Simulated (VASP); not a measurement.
# Ca2Ge2N in VASP: further runs

The runs below take Ca2Ge2N through single point, with PBE.

All numbers are computed with VASP 6.6.1; they aren't measurements. Logs are shortened: lines on timing, memory, paths and dates and some standing lists are left out, and cuts for length are marked.

**1. The cell of the first run**

The typed cell holds 5 atoms: a = 3.786 Å, b = 3.786 Å, c = 8.295 Å, α = 90.00°, β = 90.00°, γ = 120.00°.

The cell was built from a structure type or drawn by symmetry, and may not be a known phase.

**2. Single point, PBE**

INCAR

```
SYSTEM = Ca2Ge2N
PREC = Accurate
ENCUT = 520
EDIFF = 1E-6
ISMEAR = 0
SIGMA = 0.1
LREAL = .False.
LASPH = .True.
NELM = 100
ALGO = Normal
ISIF = 2
LWAVE = .False.
LCHARG = .False.
GGA = PE
NBANDS = 34
```

KPOINTS

```
Automatic mesh
0
Gamma
  6 6 4
  0 0 0
```

POSCAR

```
Ca2Ge2N
1.0
    3.7863621195      0.0000000000      0.0000000000
   -1.8931810598      3.2790857834      0.0000000000
    0.0000000000      0.0000000000      8.2948148772
Ca Ge N
2 2 1
Direct
    0.0000000000      0.0000000000      0.7384489738
    0.3333333333      0.6666666667      0.4471324826
    0.3333333333      0.6666666667      1.0223884468
    0.0000000000      0.0000000000      0.1632475066
    0.6666666667      0.3333333333      0.5927713002
```

Potentials or basis: VASP PAW PBE potentials, release 64 (Ca_sv, Ge_d, N).

On the command line:

```bash
$ cat potpaw_PBE.64/Ca_sv/POTCAR potpaw_PBE.64/Ge_d/POTCAR potpaw_PBE.64/N/POTCAR > POTCAR
$ mpirun -np 1 vasp_std > vasp.out
```

OUTCAR:

```text
SYSTEM = Ca2Ge2N
   PREC = Accurate
   ENCUT = 520
   EDIFF = 1E-6
   ISMEAR = 0
   LREAL = .False.
   LASPH = .True.
   NELM = 100
   ISIF = 2
   GGA = PE

 ion  position               nearest neighbor table
   1  0.000  0.000  0.738-
   2  0.333  0.667  0.447-
   3  0.333  0.667  0.022-   4 2.48   4 2.48   4 2.48
   4  0.000  0.000  0.163-   3 2.48   3 2.48   3 2.48
   5  0.667  0.333  0.593-

  LATTYP: Found a hexagonal cell.
 ALAT       =     3.7863621195
 C/A-ratio  =     2.1907082882

  Lattice vectors:

 A1 = (   3.7863621195,   0.0000000000,   0.0000000000)
 A2 = (  -1.8931810598,   3.2790857834,   0.0000000000)
 A3 = (   0.0000000000,   0.0000000000,   8.2948148772)

Analysis of symmetry for initial positions (statically):
=====================================================================
 Subroutine PRICEL returns:
 Original cell was already a primitive cell.

 Routine SETGRP: Setting up the symmetry group for a
 hexagonal supercell.

 Subroutine GETGRP returns: Found  6 space group operations
 (whereof  6 operations were pure point group operations)
 out of a pool of 24 trial point group operations.

The static configuration has the point symmetry C_3v.

Analysis of symmetry for dynamics (positions and initial velocities):
=====================================================================
 Subroutine PRICEL returns:
 Original cell was already a primitive cell.

 Routine SETGRP: Setting up the symmetry group for a
 hexagonal supercell.

 Subroutine GETGRP returns: Found  6 space group operations
 (whereof  6 operations were pure point group operations)
 out of a pool of 24 trial point group operations.

The dynamic configuration has the point symmetry C_3v.

 Subroutine INISYM returns: Found  6 space group operations
 (whereof  6 operations are pure point group operations),
 and found     1 'primitive' translations

----------------------------------------------------------------------------------------

                                     Primitive cell

  volume of cell :     102.9868

  direct lattice vectors                    reciprocal lattice vectors
     3.786362120  0.000000000  0.000000000     0.264105748  0.152481525  0.000000000
    -1.893181060  3.279085783  0.000000000     0.000000000  0.304963049  0.000000000
     0.000000000  0.000000000  8.294814877     0.000000000  0.000000000  0.120557241

  length of vectors
     3.786362120  3.786362120  8.294814877     0.304963049  0.304963049  0.120557241

  position of ions in fractional coordinates (direct lattice)
     0.000000000  0.000000000  0.738448974
     0.333333333  0.666666667  0.447132483
     0.333333333  0.666666667  0.022388447
     0.000000000  0.000000000  0.163247507
     0.666666667  0.333333333  0.592771300

  ion indices of the primitive-cell ions
   primitive index   ion index
                 1           1
                 2           2
                 3           3
                 4           4
                 5           5

----------------------------------------------------------------------------------------

 KPOINTS: Automatic mesh

Automatic generation of k-mesh.
 Grid dimensions read from file:
 generate k-points for:    6    6    4

 Generating k-lattice:

  Cartesian coordinates                     Fractional coordinates (reciprocal lattice)
     0.044017625  0.025413587  0.000000000     0.166666667  0.000000000  0.000000000
     0.000000000  0.050827175  0.000000000     0.000000000  0.166666667  0.000000000
     0.000000000  0.000000000  0.030139310     0.000000000  0.000000000  0.250000000

  Length of vectors
     0.050827175  0.050827175  0.030139310

  Shift w.r.t. Gamma in fractional coordinates (k-lattice)
     0.000000000  0.000000000  0.000000000

 Subroutine IBZKPT returns following result:
 ===========================================

 Found     24 irreducible k-points:

 Following reciprocal coordinates:
            Coordinates               Weight
  0.000000  0.000000  0.000000      1.000000
  0.166667  0.000000  0.000000      6.000000
  0.333333  0.000000  0.000000      6.000000
  0.500000  0.000000  0.000000      3.000000
  0.166667  0.166667  0.000000      6.000000
  0.333333  0.166667  0.000000     12.000000
[... 16 lines left out ...]
  0.333333  0.166667  0.500000     12.000000
  0.333333  0.333333  0.500000      2.000000
   k-points           NKPTS =     24   k-points in BZ     NKDIM =     24   number of bands    NBANDS=     34
   number of dos      NEDOS =    301   number of ions     NIONS =      5
   total plane-waves  NPLWV =  50176
   dimension x,y,z NGX =    28 NGY =   28 NGZ =   64
   dimension x,y,z NGXF=    56 NGYF=   56 NGZF=  128
   ions per type =               2   2   1
   NGX,Y,Z   is equivalent  to a cutoff of  12.29, 12.29, 12.83 a.u.
   NGXF,Y,Z  is equivalent  to a cutoff of  24.59, 24.59, 25.65 a.u.
 SYSTEM =  Ca2Ge2N
   PREC   = accura    normal or accurate (medium, high low for compatibility)
   ISTART =      0    job   : 0-new  1-cont  2-samecut
   ICHARG =      2    charge: 1-file 2-atom 10-const
   ISPIN  =      1    spin polarized calculation?
   LNONCOLLINEAR =      F non collinear calculations
   LSORBIT =      F    spin-orbit coupling
   LASPH  =      T    aspherical Exc in radial PAW
   ENCUT  =  520.0 eV  38.22 Ry    6.18 a.u.   7.04  7.04 15.42*2*pi/ulx,y,z
   NELM   =    100;   NELMIN=  2; NELMDL= -5     # of ELM steps
   EDIFF  = 0.1E-05   stopping-criterion for ELM
   LREAL  =      F    real-space projection
   EDIFFG = 0.1E-04   stopping-criterion for IOM
   NSW    =      0    number of steps for IOM
   IBRION =     -1    ionic relax: 0-MD 1-quasi-New 2-CG
   NFREE  =      0    steps in history (QN), initial steepest desc. (CG)
   ISIF   =      2    stress and relaxation
   ISYM   =      2    0-nonsym 1-usesym 2-fastsym
   POTIM  = 0.5000    time-step for ionic-motion
   TEBEG  =    0.0;   TEEND  =   0.0 temperature during run
   PSTRESS=    0.0 pullay stress
   NELECT =      53.0000    total number of electrons
   NUPDOWN=      -1.0000    fix difference up-down
   EMIN   =  10.00;   EMAX   =-10.00  energy-range for DOS
   EFERMI =   0.00;   METHOD = LEGACY
   ISMEAR =     0;   SIGMA  =   0.10  broadening in eV -4-tet -1-fermi 0-gaus
   EFERMI_NEDOS =   21; number of points for ismear=-14 and -15
   IALGO  =     38    algorithm
   IMIX   =      4    mixing-type and parameters
     AMIX     =   0.40;   BMIX     =  1.00
     AMIX_MAG =   1.60;   BMIX_MAG =  1.00
  volume/ion in A,a.u.               =      20.60       139.00
  Fermi-wavevector in a.u.,A,eV,Ry     =   1.311917  2.479163 23.417332  1.721125
  Thomas-Fermi vector in A             =   2.442345
   LORBIT       =      0    0 simple, 1 ext, 2 COOP (PROOUT), +10 PAW based schemes
   GGA     = PE    functional components
   LHFCALC =     F    Hartree Fock is set to
   AEXX    =    0.0000 exact exchange contribution
   IVDW    =     0    specifies the selected vdW correction
   LEPSILON=     F    determine dielectric tensor
   LRPA    =     F    only Hartree local field effects (RPA)
 non-spin polarized calculation
 Gauss-broadening in eV      SIGMA  =   0.10
  energy-cutoff  :      520.00
  volume of cell :      102.99
 maximum number of plane-waves:      2799
   NGX = 15   NGY = 15   NGZ = 31

 number of electron      53.0000008 magnetization

 Free energy of the ion-electron system (eV)
  ---------------------------------------------------
  ext. energy  EPLUGINS =         0.00000000
  ---------------------------------------------------
  free energy    TOTEN  =       -24.07169814 eV

  energy without entropy =      -24.06225871  energy(sigma->0) =      -24.06697842

 E-fermi :   3.7077     XC(G=0):  -9.8468

 val. band max:        3.7066468950   @ k =   0.0000   0.1667   0.2500
 cond. band min:       3.7252482237   @ k =   0.1667   0.0000   0.2500
 fundamental gap:      0.0186013287
 Fermi energy:         3.7076522370

 k-point     1 :       0.0000    0.0000    0.0000
  band No.  band energies     occupation
      1     -35.8916      2.00000
      2     -35.8216      2.00000
      3     -20.4839      2.00000
      4     -20.4839      2.00000
      5     -20.3924      2.00000
      6     -20.3924      2.00000
[... 26 lines left out ...]
     33       8.3673      0.00000
     34       8.6208      0.00000

 k-point     2 :       0.1667    0.0000    0.0000
  band No.  band energies     occupation
      1     -35.8832      2.00000
      2     -35.8216      2.00000
      3     -20.4824      2.00000
      4     -20.4707      2.00000
      5     -20.3900      2.00000
      6     -20.3787      2.00000
[... 26 lines left out ...]
     33       8.8216      0.00000
     34       8.9202      0.00000

 k-point     3 :       0.3333    0.0000    0.0000
  band No.  band energies     occupation
      1     -35.8640      2.00000
      2     -35.8240      2.00000
      3     -20.4783      2.00000
      4     -20.4340      2.00000
      5     -20.3903      2.00000
      6     -20.3452      2.00000
[... 26 lines left out ...]
     33       9.2027      0.00000
     34       9.2954      0.00000

 k-point     4 :       0.5000    0.0000    0.0000
  band No.  band energies     occupation
      1     -35.8512      2.00000
      2     -35.8284      2.00000
      3     -20.4758      2.00000
      4     -20.3982      2.00000
      5     -20.3916      2.00000
      6     -20.3463      2.00000
[... 26 lines left out ...]
     33       9.2825      0.00000
     34       9.2888      0.00000

 k-point     5 :       0.1667    0.1667    0.0000
  band No.  band energies     occupation
      1     -35.8693      2.00000
      2     -35.8229      2.00000
      3     -20.4809      2.00000
      4     -20.4441      2.00000
      5     -20.3800      2.00000
      6     -20.3687      2.00000
[... 621 lines left out ...]
 k-point    22 :       0.1667    0.1667    0.5000
  band No.  band energies     occupation
      1     -35.8693      2.00000
      2     -35.8229      2.00000
      3     -20.4809      2.00000
      4     -20.4441      2.00000
      5     -20.3800      2.00000
      6     -20.3687      2.00000
[... 26 lines left out ...]
     33       8.9684      0.00000
     34       9.1585      0.00000

 k-point    23 :       0.3333    0.1667    0.5000
  band No.  band energies     occupation
      1     -35.8513      2.00000
      2     -35.8283      2.00000
      3     -20.4785      2.00000
      4     -20.4016      2.00000
      5     -20.3765      2.00000
      6     -20.3467      2.00000
[... 26 lines left out ...]
     33       8.6465      0.00000
     34       9.4115      0.00000

 k-point    24 :       0.3333    0.3333    0.5000
  band No.  band energies     occupation
      1     -35.8382      2.00000
      2     -35.8372      2.00000
      3     -20.4791      2.00000
      4     -20.3722      2.00000
      5     -20.3721      2.00000
      6     -20.3359      2.00000
[... 26 lines left out ...]
     33       8.6502      0.00000
     34       9.5460      0.00000

------------------------ aborting loop because EDIFF is reached ----------------------------------------

  FORCE on cell =-STRESS in cart. coord.  units (eV):
  Direction    XX          YY          ZZ          XY          YZ          ZX
  --------------------------------------------------------------------------------------
  -------------------------------------------------------------------------------------
  Total        0.0127548      0.0127548      0.2159141     -0.0000000      0.0000000      0.0000000
  in kB        0.1984280      0.1984280      3.3590004     -0.0000000      0.0000000      0.0000000
  external PRESSURE =       1.2519522 kB  Pullay stress =       0.0000000 kB

 VOLUME and BASIS-vectors are now :
 -----------------------------------------------------------------------------
  energy-cutoff  :      520.00
  volume of cell :      102.99
      direct lattice vectors                 reciprocal lattice vectors
     3.786362120  0.000000000  0.000000000     0.264105748  0.152481525  0.000000000
    -1.893181060  3.279085783  0.000000000     0.000000000  0.304963049  0.000000000
     0.000000000  0.000000000  8.294814877     0.000000000  0.000000000  0.120557241

 POSITION                                       TOTAL-FORCE (eV/Angst)
 -----------------------------------------------------------------------------------
      0.00000      0.00000      6.12530         0.000000     -0.000000      0.053672
     -0.00000      2.18606      3.70888         0.000000      0.000000     -0.054543
     -0.00000      2.18606      0.18571        -0.000000     -0.000000      0.009188
      0.00000      0.00000      1.35411        -0.000000     -0.000000     -0.009175
      1.89318      1.09303      4.91693         0.000000     -0.000000      0.000858
 -----------------------------------------------------------------------------------
    total drift:                               -0.000002      0.000002      0.001224

  FREE ENERGIE OF THE ION-ELECTRON SYSTEM (eV)
  ---------------------------------------------------
  free  energy   TOTEN  =       -24.0716981356 eV

  energy  without entropy=      -24.0622587054  energy(sigma->0) =      -24.06697842
```

It took 39 s on 1 thread of AMD EPYC 9R45 (Zen 5), shared host; peak memory 0.23 GiB.

What came out:

```
Free energy            : -24.0717 eV
Pressure               : 0.1 GPa
Largest force          : 0.055 eV/Å
Band gap on the k mesh : zero (an odd number of electrons rules out a gap without spin polarisation)
```

Forces on the atoms (eV/Å):
```
Ca   0.000  0.000  0.054
Ca   0.000  0.000 -0.055
Ge   0.000  0.000  0.009
Ge   0.000  0.000 -0.009
N    0.000  0.000  0.001
```

**3. Single point, PBE**

This run uses another cell than the first one, of 20.67 Å³/atom.

INCAR

```
SYSTEM = Ca2Ge2N
ALGO     = Normal         ! electronic algorithm
EDIFF    = 1E-6           ! SCF threshold, eV
ENCUT    = 520            ! plane-wave cutoff, eV
GGA      = PE             ! functional
ISIF     = 2              ! what is computed and relaxed
ISMEAR   = 0              ! smearing method
LASPH    = .TRUE.         ! aspherical terms in the spheres
LCHARG   = .FALSE.        ! write CHGCAR
LREAL    = .FALSE.        ! projectors in reciprocal space
LWAVE    = .FALSE.        ! write WAVECAR
NBANDS   = 34             ! bands
NELM     = 100            ! most SCF steps
PREC     = Accurate       ! precision mode
SIGMA    = 0.1            ! smearing width, eV
```

KPOINTS

```
k-points
0
G
  12 12 6
  0 0 0
```

POSCAR

```
Ca2Ge2N
1.0
    3.7982905281      0.0000000000      0.0000000000
   -1.8991452641      3.2894160882      0.0000000000
    0.0000000000      0.0000000000      8.2732598429
Ca Ge N
2 2 1
Direct
    0.3333333333      0.6666666667      0.6460856973
    0.6666666667      0.3333333333      0.3539143027
    0.6666666667      0.3333333333      0.9319303624
    0.3333333333      0.6666666667      0.0680696376
    0.0000000000      0.0000000000      0.5000000000
```

Potentials or basis: VASP PAW PBE potentials, release 64 (Ca_sv, Ge_d, N).

On the command line:

```bash
$ cat potpaw_PBE.64/Ca_sv/POTCAR potpaw_PBE.64/Ge_d/POTCAR potpaw_PBE.64/N/POTCAR > POTCAR
$ mpirun -np 1 vasp_std > vasp.out
```

Run time: 2.3 min. Hardware: 1 thread of AMD EPYC 9R45 (Zen 5), shared host; peak memory 0.41 GiB.

Results (log left out):

```
Free energy            : -24.0772 eV
Pressure               : 0.1 GPa
Largest force          : 0.022 eV/Å
Band gap on the k mesh : zero (an odd number of electrons rules out a gap without spin polarisation)
```

Forces on the atoms (eV/Å):
```
Ca   0.000  0.000  0.022
Ca   0.000  0.000 -0.022
Ge   0.000  0.000  0.008
Ge   0.000  0.000 -0.008
N    0.000  0.000  0.000
```

Stress tensor (GPa, compression positive):
```
0.16 0.00 0.00
0.00 0.16 0.00
0.00 0.00 0.08
```

Levels at points of the mesh, in eV from the Fermi level:
```tsv
k point	band 24	band 25	band 26	band 27	band 28	band 29	band 30	band 31
(0.00, 0.00, 0.00)	-0.72	-0.27	0.66	0.66	2.41	4.17	4.17	4.22
(0.50, 0.00, 0.00)	-1.25	-1.23	-0.58	-0.46	1.74	2.64	3.37	4.33
(0.00, 0.00, 0.50)	-0.75	0.74	0.74	1.28	2.33	3.43	3.73	3.73
(0.50, 0.00, 0.50)	-1.20	-1.15	-0.69	-0.62	1.99	2.10	3.99	4.35
```
